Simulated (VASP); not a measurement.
SiC: single point with PBE

Crystal: SiC.

```
Si C
1.0
     0.00000    2.20976    2.20976
     2.20976    0.00000    2.20976
     2.20976    2.20976    0.00000
Si C
1 1
Direct
  0.00000 0.00000 0.00000
  0.75000 0.75000 0.75000
```

This cell differs from its parent crystal: strained.

- Program: VASP 6.6.1
- Task: single point
- Functional: PBE
- Potentials or basis: VASP PAW PBE potentials, release 64 (Si, C)
- Cutoff: 520 eV
- k mesh: 12 × 12 × 12
- Occupations: gaussian, width 0.02 eV
- Spin: no spin polarisation

```
Pressure               : -5.5 GPa
Band gap on the k mesh : 1.39 eV (least direct gap 4.50 eV)
```

Levels at points of the mesh, in eV from the valence-band top:
| k point | band 1 | band 2 | band 3 | band 4 | band 5 | band 6 | band 7 | band 8 |
| --- | --- | --- | --- | --- | --- | --- | --- | --- |
| (0.00, 0.00, 0.00) | -15.08 | 0.00 | 0.00 | 0.00 | 5.74 | 7.02 | 7.02 | 7.02 |
| (0.50, 0.00, 0.00) | -11.66 | -8.31 | -1.04 | -1.04 | 5.06 | 7.06 | 7.06 | 9.82 |
| (0.50, 0.50, 0.00) | -10.26 | -7.66 | -3.10 | -3.10 | 1.39 | 4.18 | 13.55 | 13.55 |

Run time: 14 s on 1 thread of Intel Xeon 8259CL (shared host), peak memory 0.14 GiB.

Caveat: the cell differs from its parent crystal (strained); the cell stands under tension. A k mesh can miss the band edges.
